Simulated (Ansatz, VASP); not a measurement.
GaSb: VASP beside Ansatz

File INCAR:

```
PREC = Accurate ; ENCUT = 500
EDIFF = 1E-6 ; ISMEAR = 0
SIGMA = 0.1 ; LREAL = F
LASPH = T ; NELM = 120
ALGO = Normal ; ISIF = 2
LWAVE = F ; LCHARG = F
GGA = PE ; NBANDS = 16
GGA_COMPAT = F
```

File KPOINTS:

```
regular mesh
0
Gamma
  6 6 6
```

POSCAR

```
GaSb
1.0
    0.0000000000      3.1037485058      3.1037485058
    3.1037485058      0.0000000000      3.1037485058
    3.1037485058      3.1037485058      0.0000000000
Ga Sb
1 1
Direct
    0.0000000000      0.0000000000      0.0000000000
    0.7500000000      0.7500000000      0.7500000000
```

Input for Ansatz:

```yaml
crystal:
  lattice:
    - [0.0, 3.1037485058, 3.1037485058]
    - [3.1037485058, 0.0, 3.1037485058]
    - [3.1037485058, 3.1037485058, 0.0]
  atoms:
    - { symbol: Ga, position: [0.0, 0.0, 0.0] }
    - { symbol: Sb, position: [0.75, 0.75, 0.75] }
basis:
  ecutwfc: 420
kpoints:
  mp_grid: { grid: [6, 6, 6] }
hamiltonian:
  xc: pbe
scf:
  occupations: { method: gaussian, width: 0.1 }
  lower_state_search: "off"
output:
  forces: true
  stress: true
  eigenvalues: true
```

Change from the starting cell: species swapped into the GaP type (F-43m, No. 216).

Alike in both runs: task single point; functional PBE; k mesh 6 × 6 × 6; occupations gaussian, width 0.1 eV; no spin polarisation.

```csv
,VASP,Ansatz
version,VASP 6.6.1,Ansatz 0.2.0
potentials or method,"VASP PAW PBE potentials, release 64 (Ga_d, Sb), cutoff 500 eV","scalar-relativistic, plane waves, PAW"
valence electrons in the cell,18,28
```

VASP gave:

| Item | Value |
| --- | --- |
| gap on the k mesh at the Fermi level (eV) | none |
| pressure (GPa) | 0.3 |

Problem. Which values does Ansatz return?

Solution. gap on the k mesh at the Fermi level (eV): none; pressure (GPa): 0.2.

A gap of «none» marks a metal or a gap that the smearing closes. VASP's potentials hold 18 valence electrons a cell and Ansatz's 28, so a difference there can come from the potentials and not from the codes.

Spin-orbit coupling is off throughout.
